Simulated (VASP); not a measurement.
A run of VASP 6.6.1 is set up as follows.

INCAR

```
  PREC = Accurate
  ENCUT = 520
  EDIFF = 1E-6
  ISMEAR = 0
  SIGMA = 0.05
  LREAL = False
  LASPH = True
  NELM = 60
  ALGO = Normal
  ISIF = 2
  LWAVE = False
  LCHARG = False
  IBRION = 2
  NSW = 80
  EDIFFG = -0.005
```

File KPOINTS:

```
Automatic mesh
0
Gamma
  12 12 12
```

The input POSCAR:

```
Ge
1.0
    0.0000000000      2.8295562500      2.8172892308
    2.8295562500      0.0000000000      2.8172892308
    2.8295562500      2.8295562500      0.0000000000
Ge
2
Direct
    0.0000000000      0.0000000000      0.0000000000
    0.2500000000      0.2500000000      0.2500000000
```

Potentials or basis: VASP PAW LDA potentials, release 64 (Ge_d).

Run with:

```bash
$ cat potpaw_LDA.64/Ge_d/POTCAR > POTCAR
$ mpirun -np 1 vasp_std > vasp.out
```

(1) Predict the band gap on the k mesh.

Results:

(1) 0.03 eV, direct.

Caveat: the relaxation stopped at its first step, so nothing moved.
